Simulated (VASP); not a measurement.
Runs of VASP 6.6.1 on CdB15N15 (a cell with a defect). The cell holds a defect, 31 atoms: a = 6.277 Å, b = 6.277 Å, c = 6.277 Å, α = 109.47°, β = 109.47°, γ = 109.47°. 

```csv
level,potentials or basis,k mesh,cutoff (eV),smearing,gap on the mesh (eV),pressure (GPa),largest force (eV/Å)
PBE,"VASP PAW PBE potentials, release 64 (B, Cd, N)","1 × 1 × 1, shifted",520,gaussian 0.01 eV,4.12,17.9,0.14
PBE,"VASP PAW PBE potentials, release 64 (B, Cd, N)","1 × 1 × 1, shifted",520,fermi-dirac 0.01 eV,4.12,17.9,0.14
r2SCAN,"VASP PAW PBE potentials, release 64 (B, Cd, N)","1 × 1 × 1, shifted",580,fermi-dirac 0.01 eV,4.55,14.5,0.12
PBE,"VASP PAW PBE potentials, release 64 (B, Cd, N)",1 × 1 × 1,520,fermi-dirac 0.01 eV,4.59,(b),0.67
LDA,"VASP PAW LDA potentials, release 64 (B, Cd, N)","1 × 1 × 1, shifted",520,fermi-dirac 0.01 eV,(a),4.1,0.14
```

Alike in all rows: task single point; no spin polarisation; cell as given.

Task: Estimate the missing entries.

Result: (a) 4.06; (b) 18.4.

Caveats: all runs use coarse meshes; the PAW data sets were made with another functional, which shifts forces and pressure a little (at least some runs).

A k mesh can miss the band edges, and the runs leave out spin-orbit coupling on Cd.
